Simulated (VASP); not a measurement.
Input of a VASP 6.6.1 run:

Contents of INCAR:

```
SYSTEM = N
PREC     = Accurate       ! precision mode
ENCUT    = 520            ! plane-wave cutoff, eV
EDIFF    = 1E-7           ! SCF threshold, eV
ISMEAR   = -1             ! smearing method
SIGMA    = 0.02           ! smearing width, eV
LREAL    = .FALSE.        ! projectors in reciprocal space
LASPH    = .TRUE.         ! aspherical terms in the spheres
NELM     = 100            ! most SCF steps
ALGO     = Normal         ! electronic algorithm
ISIF     = 2              ! what is computed and relaxed
LWAVE    = .FALSE.        ! write WAVECAR
LCHARG   = .FALSE.        ! write CHGCAR
GGA      = PE             ! functional
IVDW     = 12             ! dispersion correction
NBANDS   = 18             ! bands
```

File KPOINTS:

```
regular mesh
0
G
  6 6 4
  0 0 0
```

POSCAR

```
N
1.0
    4.0943187972      0.0000000000      0.0000000000
    0.0000000000      4.0943187972      0.0000000000
    0.0000000000      0.0000000000      5.3249595877
N
4
Direct
    0.9048714588      0.9048714588      0.0000000000
    0.5951285412      0.4048714588      0.5000000000
    0.0951285412      0.0951285412      0.0000000000
    0.4048714588      0.5951285412      0.5000000000
```

Potentials or basis: VASP PAW PBE potentials, release 64 (N).

Run with:

```bash
$ cat potpaw_PBE.64/N/POTCAR > POTCAR
$ mpirun -np 1 vasp_std > vasp.out
```

(1) Estimate the pressure.

(2) What does it give for the dispersion energy per atom?

(3) Predict the largest force.

Results:

(1) 2.1 GPa.

(2) -0.055 eV.

(3) 1.750 eV/Å.

Caveat: the standard files for N, O and F lose accuracy on very short bonds; forces of over 1 eV/Å act on the atoms, so gaps and moduli don't describe the material at rest.
